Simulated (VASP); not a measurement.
# RbNa2AlF6 (Fm-3m) in VASP: single point with LDA

Aim: the single point of RbNa2AlF6 with LDA.

Program: VASP 6.6.1. These are calculated values, not measurements. Logs are shortened: lines on timing, memory, paths and dates and some standing lists are left out, and cuts for length are marked.

## 1. The cell of the first run

Symmetry: Fm-3m, No. 225, cubic system. The conventional cell has a = 8.679 Å, b = 8.679 Å, c = 8.679 Å, α = 90.00°, β = 90.00°, γ = 90.00°. Rb (site symmetry m-3m) has 6 F at 2.54 Å within 3.4 Å. Na (site symmetry -43m) has 12 F at 3.09 Å and 4 Rb at 3.76 Å and 4 Al at 3.76 Å within 4.1 Å. Within 2.4 Å of Al (site symmetry m-3m) lie 6 F at 1.80 Å. Within 2.4 Å of F (site symmetry 4mm) lie 1 Al at 1.80 Å.

## 2. Single point, LDA

File INCAR:

```
PREC = Accurate
ENCUT = 520
EDIFF = 1E-7
ISMEAR = 0
SIGMA = 0.01
LREAL = F
LASPH = T
NELM = 100
ALGO = Normal
ISIF = 2
LWAVE = F
LCHARG = F
GGA = CA
NBANDS = 45
```

File KPOINTS:

```
regular mesh
0
Gamma
  4 4 4
```

File POSCAR:

```
RbNa2AlF6
1.0
    0.0000000000      4.3393620000      4.3393620000
    4.3393620000      0.0000000000      4.3393620000
    4.3393620000      4.3393620000      0.0000000000
Rb Na Al F
1 2 1 6
Direct
    0.5000000000      0.5000000000      0.5000000000
    0.7500000000      0.7500000000      0.7500000000
    0.2500000000      0.2500000000      0.2500000000
    0.0000000000      0.0000000000      0.0000000000
    0.7926440000      0.2073560000      0.2073560000
    0.2073560000      0.2073560000      0.7926440000
    0.2073560000      0.7926440000      0.7926440000
    0.2073560000      0.7926440000      0.2073560000
    0.7926440000      0.2073560000      0.7926440000
    0.7926440000      0.7926440000      0.2073560000
```

Potentials or basis: VASP PAW LDA potentials, release 64 (Rb_sv, Na_pv, Al, F).

The run is started by

```
$ cat potpaw_LDA.64/Rb_sv/POTCAR potpaw_LDA.64/Na_pv/POTCAR potpaw_LDA.64/Al/POTCAR potpaw_LDA.64/F/POTCAR > POTCAR
$ mpirun -np 1 vasp_std > vasp.out
```

OUTCAR:

```text
PREC = Accurate
   ENCUT = 520
   EDIFF = 1E-7
   ISMEAR = 0
   LREAL = F
   LASPH = T
   NELM = 100
   ISIF = 2
   GGA = CA

 ion  position               nearest neighbor table
   1  0.500  0.500  0.500-   5 2.54   6 2.54   7 2.54   8 2.54   9 2.54  10 2.54   3 3.76   3 3.76
                             3 3.76   2 3.76   2 3.76   2 3.76   3 3.76   2 3.76   4 4.34   4 4.34
   2  0.750  0.750  0.750-   1 3.76   1 3.76   1 3.76   1 3.76
   3  0.250  0.250  0.250-   1 3.76   1 3.76   1 3.76   1 3.76
   4  0.000  0.000  0.000-   5 1.80   6 1.80   7 1.80   8 1.80   9 1.80  10 1.80   1 4.34   1 4.34
                             1 4.34   1 4.34   1 4.34   1 4.34
   5  0.793  0.207  0.207-   4 1.80   1 2.54
   6  0.207  0.207  0.793-   4 1.80   1 2.54
   7  0.207  0.793  0.793-   4 1.80   1 2.54
   8  0.207  0.793  0.207-   4 1.80   1 2.54
   9  0.793  0.207  0.793-   4 1.80   1 2.54
  10  0.793  0.793  0.207-   4 1.80   1 2.54

  LATTYP: Found a face centered cubic cell.
 ALAT       =     8.6787240000

  Lattice vectors:

 A1 = (   0.0000000000,   4.3393620000,   4.3393620000)
 A2 = (   4.3393620000,   0.0000000000,   4.3393620000)
 A3 = (   4.3393620000,   4.3393620000,   0.0000000000)

Analysis of symmetry for initial positions (statically):
=====================================================================
 Subroutine PRICEL returns:
 Original cell was already a primitive cell.

 Routine SETGRP: Setting up the symmetry group for a
 face centered cubic supercell.

 Subroutine GETGRP returns: Found 48 space group operations
 (whereof 48 operations were pure point group operations)
 out of a pool of 48 trial point group operations.

The static configuration has the point symmetry O_h .

Analysis of symmetry for dynamics (positions and initial velocities):
=====================================================================
 Subroutine PRICEL returns:
 Original cell was already a primitive cell.

 Routine SETGRP: Setting up the symmetry group for a
 face centered cubic supercell.

 Subroutine GETGRP returns: Found 48 space group operations
 (whereof 48 operations were pure point group operations)
 out of a pool of 48 trial point group operations.

The dynamic configuration has the point symmetry O_h .

 Subroutine INISYM returns: Found 48 space group operations
 (whereof 48 operations are pure point group operations),
 and found     1 'primitive' translations

----------------------------------------------------------------------------------------

                                     Primitive cell

  volume of cell :     163.4209

  direct lattice vectors                    reciprocal lattice vectors
     0.000000000  4.339362000  4.339362000    -0.115224312  0.115224312  0.115224312
     4.339362000  0.000000000  4.339362000     0.115224312 -0.115224312  0.115224312
     4.339362000  4.339362000  0.000000000     0.115224312  0.115224312 -0.115224312

  length of vectors
     6.136784592  6.136784592  6.136784592     0.199574362  0.199574362  0.199574362

  position of ions in fractional coordinates (direct lattice)
     0.500000000  0.500000000  0.500000000
     0.750000000  0.750000000  0.750000000
     0.250000000  0.250000000  0.250000000
     0.000000000  0.000000000  0.000000000
     0.792644000  0.207356000  0.207356000
     0.207356000  0.207356000  0.792644000
     0.207356000  0.792644000  0.792644000
     0.207356000  0.792644000  0.207356000
     0.792644000  0.207356000  0.792644000
     0.792644000  0.792644000  0.207356000

  ion indices of the primitive-cell ions
   primitive index   ion index
                 1           1
                 2           2
                 3           3
                 4           4
                 5           5
                 6           6
                 7           7
                 8           8
                 9           9
                10          10

----------------------------------------------------------------------------------------

 KPOINTS: regular mesh

Automatic generation of k-mesh.
 Grid dimensions read from file:
 generate k-points for:    4    4    4

 Generating k-lattice:

  Cartesian coordinates                     Fractional coordinates (reciprocal lattice)
    -0.028806078  0.028806078  0.028806078     0.250000000  0.000000000  0.000000000
     0.028806078 -0.028806078  0.028806078     0.000000000  0.250000000  0.000000000
     0.028806078  0.028806078 -0.028806078     0.000000000  0.000000000  0.250000000

  Length of vectors
     0.049893591  0.049893591  0.049893591

  Shift w.r.t. Gamma in fractional coordinates (k-lattice)
     0.000000000  0.000000000  0.000000000

 Subroutine IBZKPT returns following result:
 ===========================================

 Found      8 irreducible k-points:

 Following reciprocal coordinates:
            Coordinates               Weight
  0.000000  0.000000  0.000000      1.000000
  0.250000  0.000000  0.000000      8.000000
  0.500000  0.000000  0.000000      4.000000
  0.250000  0.250000  0.000000      6.000000
  0.500000  0.250000  0.000000     24.000000
 -0.250000  0.250000  0.000000     12.000000
  0.500000  0.500000  0.000000      3.000000
 -0.250000  0.500000  0.250000      6.000000
   k-points           NKPTS =      8   k-points in BZ     NKDIM =      8   number of bands    NBANDS=     45
   number of dos      NEDOS =    301   number of ions     NIONS =     10
   total plane-waves  NPLWV = 110592
   dimension x,y,z NGX =    48 NGY =   48 NGZ =   48
   dimension x,y,z NGXF=    96 NGYF=   96 NGZF=   96
   ions per type =               1   2   1   6
   NGX,Y,Z   is equivalent  to a cutoff of  13.00, 13.00, 13.00 a.u.
   NGXF,Y,Z  is equivalent  to a cutoff of  26.01, 26.01, 26.01 a.u.
 SYSTEM =  unknown system
   PREC   = accura    normal or accurate (medium, high low for compatibility)
   ISTART =      0    job   : 0-new  1-cont  2-samecut
   ICHARG =      2    charge: 1-file 2-atom 10-const
   ISPIN  =      1    spin polarized calculation?
   LNONCOLLINEAR =      F non collinear calculations
   LSORBIT =      F    spin-orbit coupling
   LASPH  =      T    aspherical Exc in radial PAW
   ENCUT  =  520.0 eV  38.22 Ry    6.18 a.u.  11.41 11.41 11.41*2*pi/ulx,y,z
   NELM   =    100;   NELMIN=  2; NELMDL= -5     # of ELM steps
   EDIFF  = 0.1E-06   stopping-criterion for ELM
   LREAL  =      F    real-space projection
   EDIFFG = 0.1E-05   stopping-criterion for IOM
   NSW    =      0    number of steps for IOM
   IBRION =     -1    ionic relax: 0-MD 1-quasi-New 2-CG
   NFREE  =      0    steps in history (QN), initial steepest desc. (CG)
   ISIF   =      2    stress and relaxation
   ISYM   =      2    0-nonsym 1-usesym 2-fastsym
   POTIM  = 0.5000    time-step for ionic-motion
   TEBEG  =    0.0;   TEEND  =   0.0 temperature during run
   PSTRESS=    0.0 pullay stress
   NELECT =      68.0000    total number of electrons
   NUPDOWN=      -1.0000    fix difference up-down
   EMIN   =  10.00;   EMAX   =-10.00  energy-range for DOS
   EFERMI =   0.00;   METHOD = LEGACY
   ISMEAR =     0;   SIGMA  =   0.01  broadening in eV -4-tet -1-fermi 0-gaus
   EFERMI_NEDOS =   21; number of points for ismear=-14 and -15
   IALGO  =     38    algorithm
   IMIX   =      4    mixing-type and parameters
     AMIX     =   0.40;   BMIX     =  1.00
     AMIX_MAG =   1.60;   BMIX_MAG =  1.00
  volume/ion in A,a.u.               =      16.34       110.28
  Fermi-wavevector in a.u.,A,eV,Ry     =   1.222199  2.309621 20.323980  1.493770
  Thomas-Fermi vector in A             =   2.357354
   LORBIT       =      0    0 simple, 1 ext, 2 COOP (PROOUT), +10 PAW based schemes
   GGA     = CA    functional components
   LHFCALC =     F    Hartree Fock is set to
   AEXX    =    0.0000 exact exchange contribution
   IVDW    =     0    specifies the selected vdW correction
   LEPSILON=     F    determine dielectric tensor
   LRPA    =     F    only Hartree local field effects (RPA)
 non-spin polarized calculation
 Gauss-broadening in eV      SIGMA  =   0.01
  energy-cutoff  :      520.00
  volume of cell :      163.42
 maximum number of plane-waves:      4477
 NGX is ok and might be reduce to    48
   NGX = 23   NGY = 23   NGZ = 23

 number of electron      67.9999940 magnetization

 Free energy of the ion-electron system (eV)
  ---------------------------------------------------
  ext. energy  EPLUGINS =         0.00000000
  ---------------------------------------------------
  free energy    TOTEN  =       -51.71015422 eV

  energy without entropy =      -51.71015422  energy(sigma->0) =      -51.71015422

 E-fermi :  -2.4610     XC(G=0):  -8.8061

 val. band max:       -2.5283858040   @ k =   0.0000   0.0000   0.0000
 cond. band min:       2.2226459025   @ k =   0.0000   0.0000   0.0000
 fundamental gap:      4.7510317065
 Fermi energy:        -2.4610303495

 k-point     1 :       0.0000    0.0000    0.0000
  band No.  band energies     occupation
      1     -24.3858      2.00000
      2     -23.8229      2.00000
      3     -23.8229      2.00000
      4     -23.8229      2.00000
      5     -23.8204      2.00000
      6     -23.8204      2.00000
[... 37 lines left out ...]
     44       9.6353      0.00000
     45      10.6620      0.00000

 k-point     2 :       0.2500    0.0000    0.0000
  band No.  band energies     occupation
      1     -24.3734      2.00000
      2     -23.8239      2.00000
      3     -23.8228      2.00000
      4     -23.8228      2.00000
      5     -23.8209      2.00000
      6     -23.8209      2.00000
[... 37 lines left out ...]
     44       9.5763      0.00000
     45       9.9558      0.00000

 k-point     3 :       0.5000    0.0000    0.0000
  band No.  band energies     occupation
      1     -24.3605      2.00000
      2     -23.8258      2.00000
      3     -23.8223      2.00000
      4     -23.8223      2.00000
      5     -23.8219      2.00000
      6     -23.8219      2.00000
[... 229 lines left out ...]
     44      10.1108      0.00000
     45      10.4623      0.00000

 k-point     8 :      -0.2500    0.5000    0.2500
  band No.  band energies     occupation
      1     -24.3561      2.00000
      2     -23.8291      2.00000
      3     -23.8229      2.00000
      4     -23.8227      2.00000
      5     -23.8227      2.00000
      6     -23.8198      2.00000
[... 37 lines left out ...]
     44      10.4449      0.00000
     45      10.5994      0.00000

------------------------ aborting loop because EDIFF is reached ----------------------------------------

  FORCE on cell =-STRESS in cart. coord.  units (eV):
  Direction    XX          YY          ZZ          XY          YZ          ZX
  --------------------------------------------------------------------------------------
  -------------------------------------------------------------------------------------
  Total       -2.0473381     -2.0473381     -2.0473381      0.0000000      0.0000000     -0.0000000
  in kB      -20.0720863    -20.0720863    -20.0720863      0.0000000      0.0000000     -0.0000000
  external PRESSURE =     -20.0720863 kB  Pullay stress =       0.0000000 kB

 VOLUME and BASIS-vectors are now :
 -----------------------------------------------------------------------------
  energy-cutoff  :      520.00
  volume of cell :      163.42
      direct lattice vectors                 reciprocal lattice vectors
     0.000000000  4.339362000  4.339362000    -0.115224312  0.115224312  0.115224312
     4.339362000  0.000000000  4.339362000     0.115224312 -0.115224312  0.115224312
     4.339362000  4.339362000  0.000000000     0.115224312  0.115224312 -0.115224312

 POSITION                                       TOTAL-FORCE (eV/Angst)
 -----------------------------------------------------------------------------------
      4.33936      4.33936      4.33936         0.000000      0.000000      0.000000
      6.50904      6.50904      6.50904        -0.000000      0.000000      0.000000
      2.16968      2.16968      2.16968         0.000000      0.000000      0.000000
      0.00000      0.00000      0.00000         0.000000      0.000000      0.000000
      1.79959      4.33936      4.33936         0.022722      0.000000      0.000000
      4.33936      4.33936      1.79959         0.000000      0.000000      0.022722
      6.87914      4.33936      4.33936        -0.022722      0.000000      0.000000
      4.33936      1.79959      4.33936         0.000000      0.022722      0.000000
      4.33936      6.87914      4.33936         0.000000     -0.022722      0.000000
      4.33936      4.33936      6.87914         0.000000      0.000000     -0.022722
 -----------------------------------------------------------------------------------
    total drift:                               -0.000000     -0.000000      0.000000

  FREE ENERGIE OF THE ION-ELECTRON SYSTEM (eV)
  ---------------------------------------------------
  free  energy   TOTEN  =       -51.7101542248 eV

  energy  without entropy=      -51.7101542248  energy(sigma->0) =      -51.71015422
```

It took 78 s on 1 thread of Intel Xeon Platinum 8175M at 2.50GHz (Skylake/Cascade Lake), shared host; peak memory 0.28 GiB.

Results:

* Free energy: -51.7102 eV
* Pressure: -2.0 GPa
* Largest force: 0.023 eV/Å
* Band gap on the k mesh: 4.75 eV, direct

Forces in eV/Å, atoms in the order of the input:
```
Rb   0.000  0.000  0.000
Na   0.000  0.000  0.000
Na   0.000  0.000  0.000
Al   0.000  0.000  0.000
F    0.023  0.000  0.000
F    0.000  0.000  0.023
F   -0.023  0.000  0.000
F    0.000  0.023  0.000
F    0.000 -0.023  0.000
F    0.000  0.000 -0.023
```

A hybrid or GW would open this gap; LDA tends to underestimate it.
